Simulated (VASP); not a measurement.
Runs of VASP 6.6.1 on La2O3. The structure is that of space group P-3m1 (No. 164), or close to it. The cells are those of the table. 

```csv
cell,gap on the mesh (eV),pressure (GPa),largest force (eV/Å)
"a = 3.830, b = 3.830, c = 5.955 Å, angles 90.0, 90.0, 120.0°, 5 atoms",(b),8.6,(d)
"a = 4.058, b = 4.058, c = 6.309 Å, angles 90.0, 90.0, 120.0°, 5 atoms",3.65,-13.1,0.72
"a = 3.864, b = 3.864, c = 6.008 Å, angles 90.0, 90.0, 120.0°, 5 atoms",3.78,4.1,(c)
"a = 4.027, b = 4.027, c = 6.261 Å, angles 90.0, 90.0, 120.0°, 5 atoms",(a),-11.1,0.59
"a = 3.931, b = 3.931, c = 6.112 Å, angles 90.0, 90.0, 120.0°, 5 atoms",3.78,-3.2,0.10
```

Alike in all rows: task single point; level PBEsol; potentials or basis VASP PAW PBE potentials, release 64 (La, O); no spin polarisation; k mesh 6 × 6 × 4; cutoff (eV) 520; smearing gaussian 0.01 eV.

Q: Fill in the values left out.

A: (a) 3.69; (b) 3.77; (c) 0.31; (d) 0.55.

Caveats: the PAW data sets were made with another functional, which shifts forces and pressure a little; spin-orbit coupling is left out, which moves the levels of the heavy elements.

A k mesh can miss the band edges, and the runs leave out spin-orbit coupling on La.
